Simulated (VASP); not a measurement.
Runs of VASP 6.6.1 on Sr. The structure is that of space group Im-3m (No. 229), or close to it. The cells are those of the table. 

| cell | k mesh | gap on the mesh (eV) | pressure (GPa) |
| --- | --- | --- | --- |
| a = 4.003 Å, angles 109.5°, 1 atom | 6 × 6 × 6 | none | 1.1 |
| a = 4.211 Å, angles 109.5°, 1 atom | 6 × 6 × 6 | none | (a) |
| a = 4.177 Å, angles 109.5°, 1 atom | 6 × 6 × 6 | none | -0.5 |
| a = 4.177 Å, angles 109.5°, 1 atom | 12 × 12 × 12 | none | -0.5 |
| a = 4.251 Å, angles 109.5°, 1 atom | 6 × 6 × 6 | none | -1.0 |

Alike in all rows: task single point; level PBE; potentials or basis VASP PAW PBE potentials, release 64 (Sr_sv); no spin polarisation; cutoff (eV) 500; smearing gaussian 0.1 eV.

Problem. Fill in the values left out.

Solution. (a) -0.8.

A k mesh can miss the band edges, and the runs leave out spin-orbit coupling on Sr.

A gap of «none» marks levels without a gap at the run's occupations.
